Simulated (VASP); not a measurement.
A run of VASP 6.6.1:

POSCAR

```
GaFe3
1.0
    3.7010000000      0.0000000000      0.0000000000
    0.0000000000      3.7010000000      0.0000000000
    0.0000000000      0.0000000000      3.7010000000
Ga Fe
1 3
Direct
    0.0000000000      0.0000000000      0.0000000000
    0.0000000000      0.5000000000      0.5000000000
    0.5000000000      0.0000000000      0.5000000000
    0.5000000000      0.5000000000      0.0000000000
```

INCAR.step1

```
ALGO = Normal
EDIFF = 1E-4
ENCUT = 520
GGA = PE
ISMEAR = -1
ISPIN = 2
LASPH = T
LCHARG = F
LMAXMIX = 4
LREAL = F
LWAVE = T
MAGMOM = 0 3.5 3.5 3.5
NBANDS = 30
NELM = 150
PREC = Accurate
SIGMA = 0.05
```

File INCAR.step2:

```
ALGO = Normal
EDIFF = 1E-7
ENCUT = 520
ISIF = 2
ISMEAR = -1
ISPIN = 2
ISTART = 1
IVDW = 12
LASPH = T
LCHARG = F
LMAXMIX = 4
LMIXTAU = T
LORBIT = 11
LREAL = F
LWAVE = F
MAGMOM = 0 3.5 3.5 3.5
METAGGA = R2SCAN
NBANDS = 30
NELM = 150
PREC = Accurate
SIGMA = 0.05
VDW_A1 = 0.49484001
VDW_A2 = 5.73083694
VDW_S6 = 1.0
VDW_S8 = 0.78981345
```

KPOINTS

```
k-points
0
Gamma
  7 7 7
```

Potentials or basis: VASP PAW PBE potentials, release 64 (Ga_d, Fe).

The run is started by

```console
$ cat potpaw_PBE.64/Ga_d/POTCAR potpaw_PBE.64/Fe/POTCAR > POTCAR
$ cp INCAR.step1 INCAR
$ mpirun -np 1 vasp_std > vasp.out
$ cp INCAR.step2 INCAR
$ mpirun -np 1 vasp_std > vasp.out
```

Hardware: 1 thread of Oxide Virtual Turin-like Processor (shared host).

How long does it take, and how much memory?

Wall time 6.8 min on 1 thread of Oxide Virtual Turin-like Processor, on a shared host, peak memory 0.19 GiB. Counts: k points 20.
